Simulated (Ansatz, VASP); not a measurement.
One calculation of PW, two programs

```
CELL_PARAMETERS angstrom
0.00000 2.43750 2.43750
2.43750 0.00000 2.43750
2.43750 2.43750 0.00000
ATOMIC_POSITIONS crystal
W 0.00000 0.00000 0.00000
P 0.25000 0.25000 0.25000
```

Change from the starting cell: volume scaled by 0.76, PAW files, partial_waves polarizable.

Alike in both runs: task single point; functional LDA; k mesh 12 × 12 × 12; occupations fermi-dirac, width 0.1 eV; no spin polarisation.

|  | VASP | Ansatz |
| --- | --- | --- |
| version | VASP 6.6.1 | Ansatz 0.2.0 |
| potentials or method | VASP PAW LDA potentials, release 64 (W_sv, P) | PAW with Ansatz's default frozen-core files, scalar-relativistic |
| plane-wave cutoff (eV) | 520 | 420 |
| valence electrons in the cell | 19 | 19 |

Ansatz gave:

| Property | Result |
| --- | --- |
| pressure (GPa) | 75.3 |

Q: Which values does VASP return?

A: Pressure (GPa): 76.1.

LDA's correlation is that of Perdew and Zunger in VASP and of Perdew and Wang (1992) in Ansatz. Both programs put the cell under a high pressure, so it lies far from rest at this level.

Neither program's run includes spin-orbit coupling. Noted on VASP's run: the cell as given lies far from equilibrium.
